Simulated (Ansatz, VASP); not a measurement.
**Ge: VASP beside Ansatz**

File INCAR:

```
SYSTEM = Ge
PREC = Accurate
ENCUT = 520
EDIFF = 1E-7
ISMEAR = -1
SIGMA = 0.05
LREAL = .False.
LASPH = .True.
NELM = 60
ALGO = Normal
ISIF = 2
LWAVE = .False.
LCHARG = .False.
GGA = B5
ALDAX = 1.0
AGGAX = 1.0
AGGAC = 1.0
ALDAC = 0.0
NBANDS = 36
```

KPOINTS

```
Automatic mesh
0
Gamma
  8 8 4
  0 0 0
```

The input POSCAR:

```
Ge
1.0
    3.9975858431      0.0000000000      0.0000000000
   -1.9987929216      3.4620108940      0.0000000000
    0.0000000000      0.0000000000      6.5993779500
Ge
4
Direct
    0.3333333333      0.6666666667      0.9370987500
    0.6666666667      0.3333333333      0.4370987500
    0.3333333333      0.6666666667      0.5629012500
    0.6666666667      0.3333333333      0.0629012500
```

Contents of input.yaml:

```yaml
crystal:
  lattice:
    - [3.9975858431, 0.0, 0.0]
    - [-1.9987929216, 3.462010894, 0.0]
    - [0.0, 0.0, 6.59937795]
  atoms:
    - { symbol: Ge, position: [0.3333333333, 0.6666666667, 0.93709875] }
    - { symbol: Ge, position: [0.6666666667, 0.3333333333, 0.43709875] }
    - { symbol: Ge, position: [0.3333333333, 0.6666666667, 0.56290125] }
    - { symbol: Ge, position: [0.6666666667, 0.3333333333, 0.06290125] }
hamiltonian:
  xc: blyp
  pseudopotentials: { kind: paw }
kpoints:
  mp_grid: { grid: [8, 8, 4] }
  band_path:
    path:
      - [[0.0, 0.0, 0.0], [0.5, 0.0, 0.0], [0.3333333333, 0.3333333333, 0.0], [0.0, 0.0, 0.0], [0.0, 0.0, 0.5], [0.5, 0.0, 0.5], [0.3333333333, 0.3333333333, 0.5], [0.0, 0.0, 0.5]]
      - [[0.5, 0.0, 0.5], [0.5, 0.0, 0.0]]
      - [[0.3333333333, 0.3333333333, 0.0], [0.3333333333, 0.3333333333, 0.5]]
    npoints: 14
scf:
  occupations: { method: fermi_dirac, width: 0.05 }
  n_extra_bands: 10
output:
  forces: true
  stress: true
  eigenvalues: true
  fatbands: false
```

Alike in both runs: functional BLYP; k mesh 8 × 8 × 4; occupations fermi-dirac, width 0.05 eV; no spin polarisation.

```csv
,VASP,Ansatz
version,VASP 6.6.1,Ansatz 0.2.0
potentials or method,"VASP PAW PBE potentials, release 64 (Ge_d)",Ansatz PAW
plane-wave cutoff (eV),520,420
valence electrons in the cell,56,56
task,single point,band structure
```

VASP gave:

- pressure (GPa): 6.8
- traceless stress, the component that is largest in VASP (GPa): -0.05
- rms of the force components (eV/Å): 0.016

Problem. What did Ansatz give for the same quantities?

Solution. Pressure (GPa): 6.6; traceless stress, the component that is largest in VASP (GPa): -0.06; rms of the force components (eV/Å): 0.015.

VASP's potentials were made for PBE, not for BLYP. Atom by atom the forces differ by 0.002 eV/Å (rms over components).
